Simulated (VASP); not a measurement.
A run of VASP 6.6.1 is set up as follows.

File INCAR:

```
SYSTEM = Bi2Se3
PREC = Accurate
ENCUT = 520
EDIFF = 1E-6
ISMEAR = 0
SIGMA = 0.05
LREAL = .FALSE.
LASPH = .TRUE.
NELM = 80
ALGO = Normal
ISIF = 2
LWAVE = .FALSE.
LCHARG = .FALSE.
LDIPOL = .TRUE.
IDIPOL = 3
DIPOL = 0.5 0.5 0.500
GGA = PS
NBANDS = 59
```

File KPOINTS:

```
regular mesh
0
G
  9 9 1
  0 0 0
```

File POSCAR:

```
Bi2Se3
1.0
    4.1303407969      0.0000000000      0.0000000000
   -2.0651703984      3.5769800564      0.0000000000
    0.0000000000      0.0000000000     31.5056190378
Se Bi
6 4
Direct
    0.0000000000      0.0000000000      0.2385912136
    0.6666666667      0.3333333333      0.3487109586
    0.3333333333      0.6666666667      0.4592647841
    0.6666666667      0.3333333333      0.5407350448
    0.3333333333      0.6666666667      0.6512889432
    0.0000000000      0.0000000000      0.7614089297
    0.3333333333      0.6666666667      0.2878291373
    0.0000000000      0.0000000000      0.4094588188
    0.0000000000      0.0000000000      0.5905408130
    0.6666666667      0.3333333333      0.7121713570
```

Potentials or basis: VASP PAW PBE potentials, release 64 (Se, Bi_d).

Run with:

```bash
$ cat potpaw_PBE.64/Se/POTCAR potpaw_PBE.64/Bi_d/POTCAR > POTCAR
$ mpirun -np 1 vasp_std > vasp.out
```

Problem. Predict the band gap on the k mesh.

Solution. 0.45 eV.

Problem. Predict the largest force.

Solution. 0.020 eV/Å.

Forces in eV/Å, atoms in the order of the input:
```
Se   0.000  0.000 -0.015
Se   0.000  0.000  0.002
Se   0.000  0.000  0.020
Se   0.000  0.000 -0.020
Se   0.000  0.000 -0.002
Se   0.000  0.000  0.015
Bi   0.000  0.000  0.009
Bi   0.000  0.000 -0.013
Bi   0.000  0.000  0.013
Bi   0.000  0.000 -0.009
```

Caveat: the PAW data sets were made with another functional, which shifts forces and pressure a little; spin-orbit coupling is left out, which moves the levels of the heavy elements.
